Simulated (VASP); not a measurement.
# Cd2HgO3 (P-3m1) in VASP: relaxation of cell and atoms with PBE

Aim: the relaxation of cell and atoms of Cd2HgO3 with PBE.

Program: VASP 6.6.1. These are calculated values, not measurements. Logs are shortened: lines on timing, memory, paths and dates and some standing lists are left out, and cuts for length are marked.

## 1. The cell of the first run

It takes space group P-3m1 (No. 164, trigonal). Conventional cell: a = 3.404 Å, b = 3.404 Å, c = 8.374 Å, α = 90.00°, β = 90.00°, γ = 120.00°. Cd (site symmetry 3m) has 6 O at 2.37 to 2.39 Å within 3.1 Å. Hg (site symmetry -3m) has 6 O at 2.47 Å and 6 Hg at 3.40 Å and 6 Cd at 3.44 Å within 3.5 Å. O (site symmetry 3m) has 3 Cd at 2.37 Å and 3 Hg at 2.47 Å within 3.1 Å. Within 3.2 Å of O (site symmetry -3m) lie 6 Cd at 2.39 Å.

## 2. Relaxation of cell and atoms, PBE

Contents of INCAR:

```
PREC = Accurate
ENCUT = 600
EDIFF = 1E-7
ISMEAR = 0
SIGMA = 0.1
LREAL = F
LASPH = T
NELM = 80
ALGO = Normal
ISIF = 3
LWAVE = F
LCHARG = F
GGA = PE
IBRION = 2
NSW = 100
EDIFFG = -0.01
```

Contents of KPOINTS:

```
regular mesh
0
Gamma
  12 12 6
```

Contents of POSCAR:

```
Cd2HgO3
1.0
    3.4041279307      0.0000000000      0.0000000000
   -1.7020639653      2.9480612657      0.0000000000
    0.0000000000      0.0000000000      8.3737293243
Cd Hg O
2 1 3
Direct
    0.3333333333      0.6666666667      0.6629866477
    0.6666666667      0.3333333333      0.3370133523
    0.0000000000      0.0000000000      0.0000000000
    0.6666666667      0.3333333333      0.8217772511
    0.0000000000      0.0000000000      0.5000000000
    0.3333333333      0.6666666667      0.1782227489
```

Potentials or basis: VASP PAW PBE potentials, release 64 (Cd, Hg, O).

On the command line:

```bash
cat potpaw_PBE.64/Cd/POTCAR potpaw_PBE.64/Hg/POTCAR potpaw_PBE.64/O/POTCAR > POTCAR
mpirun -np 1 vasp_std > vasp.out
```

OUTCAR:

```text
PREC = Accurate
   ENCUT = 600
   EDIFF = 1E-7
   ISMEAR = 0
   LREAL = F
   LASPH = T
   NELM = 80
   ISIF = 3
   GGA = PE
   IBRION = 2
   NSW = 100
   EDIFFG = -0.01

 ion  position               nearest neighbor table
   1  0.333  0.667  0.663-   4 2.37   4 2.37   4 2.37   5 2.39   5 2.39   5 2.39   2 3.36   2 3.36
                             2 3.36   3 3.44   3 3.44   3 3.44
   2  0.667  0.333  0.337-   6 2.37   6 2.37   6 2.37   5 2.39   5 2.39   5 2.39   1 3.36   1 3.36
                             1 3.36   3 3.44   3 3.44   3 3.44
   3  0.000  0.000  0.000-   4 2.47   6 2.47   6 2.47   4 2.47   4 2.47   6 2.47   1 3.44   2 3.44
                             1 3.44   2 3.44   1 3.44   2 3.44
   4  0.667  0.333  0.822-   1 2.37   1 2.37   1 2.37   3 2.47   3 2.47   3 2.47
   5  0.000  0.000  0.500-   1 2.39   2 2.39   1 2.39   2 2.39   2 2.39   1 2.39
   6  0.333  0.667  0.178-   2 2.37   2 2.37   2 2.37   3 2.47   3 2.47   3 2.47

  LATTYP: Found a hexagonal cell.
 ALAT       =     3.4041279307
 C/A-ratio  =     2.4598750384

  Lattice vectors:

 A1 = (   3.4041279307,   0.0000000000,   0.0000000000)
 A2 = (  -1.7020639653,   2.9480612657,   0.0000000000)
 A3 = (   0.0000000000,   0.0000000000,   8.3737293243)

Analysis of symmetry for initial positions (statically):
=====================================================================
 Subroutine PRICEL returns:
 Original cell was already a primitive cell.

 Routine SETGRP: Setting up the symmetry group for a
 hexagonal supercell.

 Subroutine GETGRP returns: Found 12 space group operations
 (whereof 12 operations were pure point group operations)
 out of a pool of 24 trial point group operations.

The static configuration has the point symmetry D_3d.

Analysis of symmetry for dynamics (positions and initial velocities):
=====================================================================
 Subroutine PRICEL returns:
 Original cell was already a primitive cell.

 Routine SETGRP: Setting up the symmetry group for a
 hexagonal supercell.

 Subroutine GETGRP returns: Found 12 space group operations
 (whereof 12 operations were pure point group operations)
 out of a pool of 24 trial point group operations.

The dynamic configuration has the point symmetry D_3d.

[... 109 lines left out ...]
   NSW    =    100    number of steps for IOM
   IBRION =      2    ionic relax: 0-MD 1-quasi-New 2-CG
   NFREE  =      1    steps in history (QN), initial steepest desc. (CG)
   ISIF   =      3    stress and relaxation
   ISYM   =      2    0-nonsym 1-usesym 2-fastsym
   POTIM  = 0.5000    time-step for ionic-motion
   TEBEG  =    0.0;   TEEND  =   0.0 temperature during run
   PSTRESS=    0.0 pullay stress
   NELECT =      54.0000    total number of electrons
   NUPDOWN=      -1.0000    fix difference up-down
   EMIN   =  10.00;   EMAX   =-10.00  energy-range for DOS
   EFERMI =   0.00;   METHOD = LEGACY
   ISMEAR =     0;   SIGMA  =   0.10  broadening in eV -4-tet -1-fermi 0-gaus
   EFERMI_NEDOS =   21; number of points for ismear=-14 and -15
   IALGO  =     38    algorithm
   IMIX   =      4    mixing-type and parameters
     AMIX     =   0.40;   BMIX     =  1.00
     AMIX_MAG =   1.60;   BMIX_MAG =  1.00
  volume/ion in A,a.u.               =      14.01        94.52
  Fermi-wavevector in a.u.,A,eV,Ry     =   1.412708  2.669630 27.153733  1.995743
  Thomas-Fermi vector in A             =   2.534429
   LORBIT       =      0    0 simple, 1 ext, 2 COOP (PROOUT), +10 PAW based schemes
   GGA     = PE    functional components
   LHFCALC =     F    Hartree Fock is set to
   AEXX    =    0.0000 exact exchange contribution
   IVDW    =     0    specifies the selected vdW correction
   LEPSILON=     F    determine dielectric tensor
   LRPA    =     F    only Hartree local field effects (RPA)
 conjugate gradient relaxation of ions
 non-spin polarized calculation
 Gauss-broadening in eV      SIGMA  =   0.10
  energy-cutoff  :      600.00
  volume of cell :       84.04
 maximum number of plane-waves:      2830
   NGX = 13   NGY = 13   NGZ = 33

--------------------------------------- Ionic step        1  -------------------------------------------

 number of electron      53.9999999 magnetization

 Free energy of the ion-electron system (eV)
  ---------------------------------------------------
  ext. energy  EPLUGINS =         0.00000000
  ---------------------------------------------------
  free energy    TOTEN  =       -20.80703170 eV

  energy without entropy =      -20.80185559  energy(sigma->0) =      -20.80444364

------------------------ aborting loop because EDIFF is reached ----------------------------------------

  FORCE on cell =-STRESS in cart. coord.  units (eV):
  Direction    XX          YY          ZZ          XY          YZ          ZX
  --------------------------------------------------------------------------------------
  -------------------------------------------------------------------------------------
  Total        0.5091813      0.5091813      0.4943798      0.0000000      0.0000000      0.0000000
  in kB        9.7078213      9.7078213      9.4256210      0.0000000      0.0000000      0.0000000
  external PRESSURE =       9.6137545 kB  Pullay stress =       0.0000000 kB
[... 67 lines left out ...]
--------------------------------------- Ionic step        3  -------------------------------------------

 number of electron      53.9999997 magnetization

 Free energy of the ion-electron system (eV)
  ---------------------------------------------------
  ext. energy  EPLUGINS =         0.00000000
  ---------------------------------------------------
  free energy    TOTEN  =       -20.80901822 eV

  energy without entropy =      -20.80380742  energy(sigma->0) =      -20.80641282

 E-fermi :   1.7348     XC(G=0): -11.3422

 val. band max:        1.7223919944   @ k =   0.5000   0.0000   0.5000
 cond. band min:       1.7556965826   @ k =   0.0000   0.0833   0.1667
 fundamental gap:      0.0333045882
 Fermi energy:         1.7347931624

 k-point     1 :       0.0000    0.0000    0.0000
  band No.  band energies     occupation
      1     -15.4276      2.00000
      2     -15.0014      2.00000
      3     -14.8523      2.00000
      4      -5.4943      2.00000
      5      -5.3815      2.00000
      6      -5.3815      2.00000
[... 829 lines left out ...]
     31       8.8155      0.00000
     32      10.8683      0.00000

 [... further k-points ...]

------------------------ aborting loop because EDIFF is reached ----------------------------------------

  FORCE on cell =-STRESS in cart. coord.  units (eV):
  Direction    XX          YY          ZZ          XY          YZ          ZX
  --------------------------------------------------------------------------------------
  -------------------------------------------------------------------------------------
  Total        0.0022809      0.0022809     -0.0143963      0.0000000      0.0000000      0.0000000
  in kB        0.0431443      0.0431443     -0.2723186      0.0000000      0.0000000      0.0000000
  external PRESSURE =      -0.0620100 kB  Pullay stress =       0.0000000 kB
[... 21 lines left out ...]
  FREE ENERGIE OF THE ION-ELECTRON SYSTEM (eV)
  ---------------------------------------------------
  free  energy   TOTEN  =       -20.8090182207 eV

  energy  without entropy=      -20.8038074223  energy(sigma->0) =      -20.80641282

 reached required accuracy - stopping structural energy minimisation
```

CONTCAR:

```text
Cd2HgO3
   1.00000000000000
     3.4131707851871469    0.0000000000001534    0.0000000000000000
    -1.7065853925433079    2.9558926074083720   -0.0000000000000000
     0.0000000000000000    0.0000000000000000    8.3953269887703037
  Cd              Hg              O
     2     1     3
Direct
     0.3333333332999970    0.6666666667000030    0.6629806776631550
     0.6666666667000030    0.3333333332999970    0.3370193223368449
     0.0000000000000000    1.0000000000000000    1.0000000000000000
     0.6666666667000030    0.3333333332999970    0.8217909164600720
     0.0000000000000000    1.0000000000000000    0.5000000000000000
     0.3333333332999970    0.6666666667000030    0.1782090835399280

  0.00000000E+00  0.00000000E+00  0.00000000E+00
  0.00000000E+00  0.00000000E+00  0.00000000E+00
  0.00000000E+00  0.00000000E+00  0.00000000E+00
  0.00000000E+00  0.00000000E+00  0.00000000E+00
  0.00000000E+00  0.00000000E+00  0.00000000E+00
  0.00000000E+00  0.00000000E+00  0.00000000E+00
```

Wall time 24 min (1 thread of Intel Xeon 8259CL, shared host); peak memory 0.47 GiB.

Results:

* Free energy: -20.8090 eV
* Relaxed volume: 14.12 Å³/atom
* Relaxed cell: a = 3.413 Å, b = 3.413 Å, c = 8.395 Å, α = 90.00°, β = 90.00°, γ = 120.00°
* Space group after relaxing (to 0.1 Å): P-3m1 (No. 164)
* Energy gained by relaxing: 0.3 meV/atom
* Ionic steps: 3
* Pressure after relaxing: 0.0 GPa
* Band gap on the k mesh: zero (bands 27 and 28 overlap by 0.29 eV)

The path:
| step | energy change (eV) | largest force (eV/Å) | pressure (GPa) | volume (Å³) |
| --- | --- | --- | --- | --- |
| 1 | 0.0000 | 0.0036 | 0.96 | 84.04 |
| 2 | -0.0014 | 0.0028 | -0.51 | 85.06 |
| 3 | -0.0020 | 0.0015 | -0.01 | 84.70 |

Final structure:
```
CELL_PARAMETERS angstrom
3.41317 0.00000 0.00000
-1.70659 2.95589 0.00000
0.00000 0.00000 8.39533
ATOMIC_POSITIONS crystal
Cd 0.33333 0.66667 0.66298
Cd 0.66667 0.33333 0.33702
Hg 0.00000 0.00000 0.00000
O 0.66667 0.33333 0.82179
O 0.00000 0.00000 0.50000
O 0.33333 0.66667 0.17821
```

Levels at points of the mesh, in eV from the Fermi level:
```
           k point  band 25  band 26  band 27  band 28  band 29  band 30
(0.00, 0.00, 0.00)    -0.44    -0.44    -0.30    -0.30     2.79     3.13
(0.50, 0.00, 0.00)    -0.80    -0.61    -0.49     2.21     4.76     4.78
(0.00, 0.00, 0.50)    -0.96    -0.06    -0.06     0.62     1.13     4.17
(0.50, 0.00, 0.50)    -1.60    -0.04    -0.01     2.62     4.08     4.38
```

Caveat: semilocal functionals underestimate gaps, and a narrow one can read as zero; spin-orbit coupling is left out, which moves the levels of the heavy elements.

The gap in the log of VASP goes by the Fermi energy; the results here count the filled bands.